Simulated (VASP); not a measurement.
Input of a VASP 6.6.1 run:

The input INCAR:

```
SYSTEM = Hf3H
PREC     = Accurate       ! precision mode
ENCUT    = 520            ! plane-wave cutoff, eV
EDIFF    = 1E-6           ! SCF threshold, eV
ISMEAR   = 0              ! smearing method
SIGMA    = 0.1            ! smearing width, eV
LREAL    = .False.        ! projectors in reciprocal space
LASPH    = .True.         ! aspherical terms in the spheres
NELM     = 150            ! most SCF steps
ALGO     = Normal         ! electronic algorithm
ISIF     = 2              ! what is computed and relaxed
LWAVE    = .False.        ! write WAVECAR
LCHARG   = .False.        ! write CHGCAR
ISPIN    = 2              ! spin polarisation
MAGMOM   = 0 0 0 1        ! initial moments
LORBIT   = 11             ! projections on sites
LMAXMIX  = 4              ! l up to which the mixer works
LDIPOL   = .True.       
IDIPOL   = 3            
DIPOL    = 0.5 0.5 0.352
GGA      = PE             ! functional
NBANDS   = 28             ! bands
```

Contents of KPOINTS:

```
regular mesh
0
Gamma
  9 9 1
  0 0 0
```

POSCAR

```
Hf3H
1.0
    3.1715270182      0.0000000000      0.0000000000
   -1.5857635091      2.7466229666      0.0000000000
    0.0000000000      0.0000000000     21.9106216365
Hf H
3 1
Direct
    0.6666666667      0.3333333333      0.1825598592
    0.3333333333      0.6666666667      0.2946559641
    0.0000000000      0.0000000000      0.4066804577
    0.0000000000      0.0000000000      0.5258007658
```

Potentials or basis: VASP PAW PBE potentials, release 64 (Hf_pv, H).

The run is started by

```console
$ cat potpaw_PBE.64/Hf_pv/POTCAR potpaw_PBE.64/H/POTCAR > POTCAR
$ mpirun -np 1 vasp_std > vasp.out
```

Question: Estimate the site moments.

Answer: Hf -0.05, +0.03, -0.18; H +0.17 μB.

Question: Predict the largest force.

Answer: 1.857 eV/Å.

Question: Estimate the net moment.

Answer: 0.07 μB per cell.

Forces on the atoms (eV/Å):
```
Hf   0.000  0.000  0.174
Hf   0.000  0.000 -0.583
Hf   0.000  0.000  1.857
H    0.000  0.000 -1.448
```
